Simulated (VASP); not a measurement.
# Se (P3_121) in VASP: further runs, part 2 of 2

VASP 6.6.1. The steps go on from the part before.

**3. Single point, LDA**

Input file INCAR:

```
SYSTEM = Se
PREC = Accurate ; ENCUT = 520
EDIFF = 1E-7 ; ISMEAR = 1
SIGMA = 0.3 ; LREAL = .False.
LASPH = .True. ; NELM = 80
ALGO = Normal ; ISIF = 2
LWAVE = .False. ; LCHARG = .False.
GGA = CA ; NBANDS = 16
```

Input file KPOINTS:

```
Automatic mesh
0
Gamma
  9 9 6
  0 0 0
```

Input file POSCAR:

```
Se
1.0
    3.9534579885      0.0000000000      0.0000000000
   -1.9767289943      3.4237950508      0.0000000000
    0.0000000000      0.0000000000      5.1205317866
Se
3
Direct
    0.2543546533      1.0000000000      0.3333333333
    1.0000000000      0.2543546533      0.6666666667
    0.7456453467      0.7456453467      1.0000000000
```

Potentials or basis: VASP PAW LDA potentials, release 64 (Se).

Command:

```bash
> cat potpaw_LDA.64/Se/POTCAR > POTCAR
> mpirun -np 1 vasp_std > vasp.out
```

OUTCAR:

```text
SYSTEM = Se
   PREC = Accurate
   ENCUT = 520
   EDIFF = 1E-7
   ISMEAR = 1
   LREAL = .False.
   LASPH = .True.
   NELM = 80
   ISIF = 2
   GGA = CA

 ion  position               nearest neighbor table
   1  0.254  0.000  0.333-   3 2.44   2 2.44
   2  0.000  0.254  0.667-   3 2.44   1 2.44
   3  0.746  0.746  0.000-   2 2.44   1 2.44

  LATTYP: Found a hexagonal cell.
 ALAT       =     3.9534579885
 C/A-ratio  =     1.2952032882

  Lattice vectors:

 A1 = (   3.9534579885,   0.0000000000,   0.0000000000)
 A2 = (  -1.9767289943,   3.4237950508,   0.0000000000)
 A3 = (   0.0000000000,   0.0000000000,   5.1205317866)

Analysis of symmetry for initial positions (statically):
=====================================================================
 Subroutine PRICEL returns:
 Original cell was already a primitive cell.

 Routine SETGRP: Setting up the symmetry group for a
 hexagonal supercell.

 Subroutine GETGRP returns: Found  6 space group operations
 (whereof  2 operations were pure point group operations)
 out of a pool of 24 trial point group operations.

The static configuration has the point symmetry C_2 .
 The point group associated with its full space group is D_3 .

Analysis of symmetry for dynamics (positions and initial velocities):
=====================================================================
 Subroutine PRICEL returns:
 Original cell was already a primitive cell.

 Routine SETGRP: Setting up the symmetry group for a
 hexagonal supercell.

 Subroutine GETGRP returns: Found  6 space group operations
 (whereof  2 operations were pure point group operations)
 out of a pool of 24 trial point group operations.

The dynamic configuration has the point symmetry C_2 .
 The point group associated with its full space group is D_3 .

 Subroutine INISYM returns: Found  6 space group operations
 (whereof  2 operations are pure point group operations),
 and found     1 'primitive' translations

----------------------------------------------------------------------------------------

                                     Primitive cell

  volume of cell :      69.3106

  direct lattice vectors                    reciprocal lattice vectors
     3.953457988  0.000000000  0.000000000     0.252943120  0.146036779  0.000000000
    -1.976728994  3.423795051  0.000000000     0.000000000  0.292073557  0.000000000
     0.000000000  0.000000000  5.120531787     0.000000000  0.000000000  0.195292216

  length of vectors
     3.953457988  3.953457988  5.120531787     0.292073557  0.292073557  0.195292216

  position of ions in fractional coordinates (direct lattice)
     0.254354653  0.000000000  0.333333333
     0.000000000  0.254354653  0.666666667
     0.745645347  0.745645347  0.000000000

  ion indices of the primitive-cell ions
   primitive index   ion index
                 1           1
                 2           2
                 3           3

----------------------------------------------------------------------------------------

 KPOINTS: Automatic mesh

Automatic generation of k-mesh.
 Grid dimensions read from file:
 generate k-points for:    9    9    6

 Generating k-lattice:

  Cartesian coordinates                     Fractional coordinates (reciprocal lattice)
     0.028104791  0.016226309  0.000000000     0.111111111  0.000000000  0.000000000
     0.000000000  0.032452617  0.000000000     0.000000000  0.111111111  0.000000000
     0.000000000  0.000000000  0.032548703     0.000000000  0.000000000  0.166666667

  Length of vectors
     0.032452617  0.032452617  0.032548703

  Shift w.r.t. Gamma in fractional coordinates (k-lattice)
     0.000000000  0.000000000  0.000000000

 Subroutine IBZKPT returns following result:
 ===========================================

 Found     62 irreducible k-points:

 Following reciprocal coordinates:
            Coordinates               Weight
  0.000000  0.000000  0.000000      1.000000
  0.111111  0.000000  0.000000      6.000000
  0.222222  0.000000  0.000000      6.000000
  0.333333  0.000000  0.000000      6.000000
  0.444444  0.000000  0.000000      6.000000
  0.111111  0.111111  0.000000      6.000000
[... 16 lines left out ...]
  0.222222  0.111111  0.166667     12.000000
 -0.111111  0.333333  0.166667     12.000000
 [... further k-points ...]
   k-points           NKPTS =     62   k-points in BZ     NKDIM =     62   number of bands    NBANDS=     16
   number of dos      NEDOS =    301   number of ions     NIONS =      3
   total plane-waves  NPLWV =  36000
   dimension x,y,z NGX =    30 NGY =   30 NGZ =   40
   dimension x,y,z NGXF=    60 NGYF=   60 NGZF=   80
   ions per type =               3
   NGX,Y,Z   is equivalent  to a cutoff of  12.62, 12.62, 12.99 a.u.
   NGXF,Y,Z  is equivalent  to a cutoff of  25.23, 25.23, 25.97 a.u.
 SYSTEM =  Se
   PREC   = accura    normal or accurate (medium, high low for compatibility)
   ISTART =      0    job   : 0-new  1-cont  2-samecut
   ICHARG =      2    charge: 1-file 2-atom 10-const
   ISPIN  =      1    spin polarized calculation?
   LNONCOLLINEAR =      F non collinear calculations
   LSORBIT =      F    spin-orbit coupling
   LASPH  =      T    aspherical Exc in radial PAW
   ENCUT  =  520.0 eV  38.22 Ry    6.18 a.u.   7.35  7.35  9.52*2*pi/ulx,y,z
   NELM   =     80;   NELMIN=  2; NELMDL= -5     # of ELM steps
   EDIFF  = 0.1E-06   stopping-criterion for ELM
   LREAL  =      F    real-space projection
   EDIFFG = 0.1E-05   stopping-criterion for IOM
   NSW    =      0    number of steps for IOM
   IBRION =     -1    ionic relax: 0-MD 1-quasi-New 2-CG
   NFREE  =      0    steps in history (QN), initial steepest desc. (CG)
   ISIF   =      2    stress and relaxation
   ISYM   =      2    0-nonsym 1-usesym 2-fastsym
   POTIM  = 0.5000    time-step for ionic-motion
   TEBEG  =    0.0;   TEEND  =   0.0 temperature during run
   PSTRESS=    0.0 pullay stress
   NELECT =      18.0000    total number of electrons
   NUPDOWN=      -1.0000    fix difference up-down
   EMIN   =  10.00;   EMAX   =-10.00  energy-range for DOS
   EFERMI =   0.00;   METHOD = LEGACY
   ISMEAR =     1;   SIGMA  =   0.30  broadening in eV -4-tet -1-fermi 0-gaus
   EFERMI_NEDOS =   21; number of points for ismear=-14 and -15
   IALGO  =     38    algorithm
   IMIX   =      4    mixing-type and parameters
     AMIX     =   0.40;   BMIX     =  1.00
     AMIX_MAG =   1.60;   BMIX_MAG =  1.00
  volume/ion in A,a.u.               =      23.10       155.91
  Fermi-wavevector in a.u.,A,eV,Ry     =   1.044477  1.973776 14.843043  1.090933
  Thomas-Fermi vector in A             =   2.179232
   LORBIT       =      0    0 simple, 1 ext, 2 COOP (PROOUT), +10 PAW based schemes
   GGA     = CA    functional components
   LHFCALC =     F    Hartree Fock is set to
   AEXX    =    0.0000 exact exchange contribution
   IVDW    =     0    specifies the selected vdW correction
   LEPSILON=     F    determine dielectric tensor
   LRPA    =     F    only Hartree local field effects (RPA)
 non-spin polarized calculation
 Methfessel and Paxton  Order N= 1 SIGMA  =   0.30
  energy-cutoff  :      520.00
  volume of cell :       69.31
 maximum number of plane-waves:      1904
 NGX is ok and might be reduce to    30
   NGX = 15   NGY = 15   NGZ = 19

 number of electron      18.0000001 magnetization

 Free energy of the ion-electron system (eV)
  ---------------------------------------------------
  ext. energy  EPLUGINS =         0.00000000
  ---------------------------------------------------
  free energy    TOTEN  =       -12.47559024 eV

  energy without entropy =      -12.48013735  energy(sigma->0) =      -12.47710594

 E-fermi :   4.4614     XC(G=0):  -9.9939

 val. band max:        4.4105938825   @ k =   0.3333   0.3333   0.5000
 cond. band min:       4.6937838775   @ k =   0.3333   0.3333   0.5000
 fundamental gap:      0.2831899950
 Fermi energy:         4.4613506757

 k-point     1 :       0.0000    0.0000    0.0000
  band No.  band energies     occupation
      1     -11.9496      2.00000
      2      -7.7487      2.00000
      3      -7.7487      2.00000
      4       0.6397      2.00000
      5       0.9647      2.00000
      6       0.9647      2.00000
[... 8 lines left out ...]
     15      11.3901      0.00000
     16      12.6075      0.00000
[... 419 lines left out ...]
 k-point    24 :      -0.1111    0.3333    0.1667
  band No.  band energies     occupation
      1     -11.2198      2.00000
      2      -8.7692      2.00000
      3      -6.9700      2.00000
      4      -1.3154      2.00000
      5      -0.7023      2.00000
      6       0.5366      2.00000
[... 8 lines left out ...]
     15      13.2267      0.00000
     16      13.9527      0.00000

 [... further k-points ...]
[... 5 lines left out ...]
  --------------------------------------------------------------------------------------
  -------------------------------------------------------------------------------------
  Total        0.0540845      0.0540845      0.1144658     -0.0000000      0.0000000     -0.0000000
  in kB        1.2502111      1.2502111      2.6459784     -0.0000000      0.0000000     -0.0000000
  external PRESSURE =       1.7154669 kB  Pullay stress =       0.0000000 kB

 VOLUME and BASIS-vectors are now :
 -----------------------------------------------------------------------------
  energy-cutoff  :      520.00
  volume of cell :       69.31
      direct lattice vectors                 reciprocal lattice vectors
     3.953457988  0.000000000  0.000000000     0.252943120  0.146036779  0.000000000
    -1.976728994  3.423795051  0.000000000     0.000000000  0.292073557  0.000000000
     0.000000000  0.000000000  5.120531787     0.000000000  0.000000000  0.195292216

 POSITION                                       TOTAL-FORCE (eV/Angst)
 -----------------------------------------------------------------------------------
      1.00558      0.00000      1.70684         0.051984     -0.000000      0.000000
     -0.50279      0.87086      3.41369        -0.025992      0.045020     -0.000000
      1.47394      2.55294      0.00000        -0.025992     -0.045020     -0.000000
 -----------------------------------------------------------------------------------
    total drift:                               -0.000000     -0.000001      0.000000

  FREE ENERGIE OF THE ION-ELECTRON SYSTEM (eV)
  ---------------------------------------------------
  free  energy   TOTEN  =       -12.4755902363 eV

  energy  without entropy=      -12.4801373478  energy(sigma->0) =      -12.47710594
```

OSZICAR:

```text
N       E                     dE             d eps       ncg     rms          rms(c)
DAV:   1     0.762404922571E+02    0.76240E+02   -0.74887E+03  1984   0.955E+02
DAV:   2    -0.793467035728E+01   -0.84175E+02   -0.79642E+02  2688   0.157E+02
DAV:   3    -0.125346029358E+02   -0.45999E+01   -0.45816E+01  2376   0.410E+01
DAV:   4    -0.125635602447E+02   -0.28957E-01   -0.28952E-01  2648   0.383E+00
DAV:   5    -0.125637384252E+02   -0.17818E-03   -0.17818E-03  2528   0.290E-01    0.765E+00
DAV:   6    -0.124997446047E+02    0.63994E-01   -0.29540E-02  2472   0.106E+00    0.467E+00
DAV:   7    -0.124764705449E+02    0.23274E-01   -0.57711E-02  2368   0.141E+00    0.187E-01
DAV:   8    -0.124755714795E+02    0.89907E-03   -0.82808E-03  2200   0.553E-01    0.110E-01
DAV:   9    -0.124755968887E+02   -0.25409E-04   -0.23725E-04  2824   0.101E-01    0.308E-02
DAV:  10    -0.124755900278E+02    0.68608E-05   -0.27911E-05  2456   0.337E-02    0.608E-03
DAV:  11    -0.124755904897E+02   -0.46190E-06   -0.53357E-06  2696   0.129E-02    0.357E-03
DAV:  12    -0.124755902524E+02    0.23732E-06   -0.67791E-07  2304   0.496E-03    0.108E-03
DAV:  13    -0.124755902363E+02    0.16069E-07   -0.10384E-07  1504   0.183E-03
   1 F= -.12475590E+02 E0= -.12477106E+02  d E =0.454711E-02
```

Wall time 28 s (1 thread of Intel Xeon 6975P-C (Granite Rapids), shared host); peak memory 0.18 GiB.

Results:

```
Free energy            : -12.4756 eV
Pressure               : 0.2 GPa
Largest force          : 0.052 eV/Å
Band gap on the k mesh : 0.28 eV, direct
```

Forces on the atoms (eV/Å):
```
Se   0.052  0.000  0.000
Se  -0.026  0.045  0.000
Se  -0.026 -0.045  0.000
```

Levels at points of the mesh, in eV from the valence-band top:
```
           k point  band 7  band 8  band 9  band 10  band 11  band 12
(0.00, 0.00, 0.00)   -1.98   -1.98   -0.69     1.32     1.32     2.00
(0.00, 0.00, 0.50)   -1.52   -1.35   -1.35     0.74     0.75     0.75
```
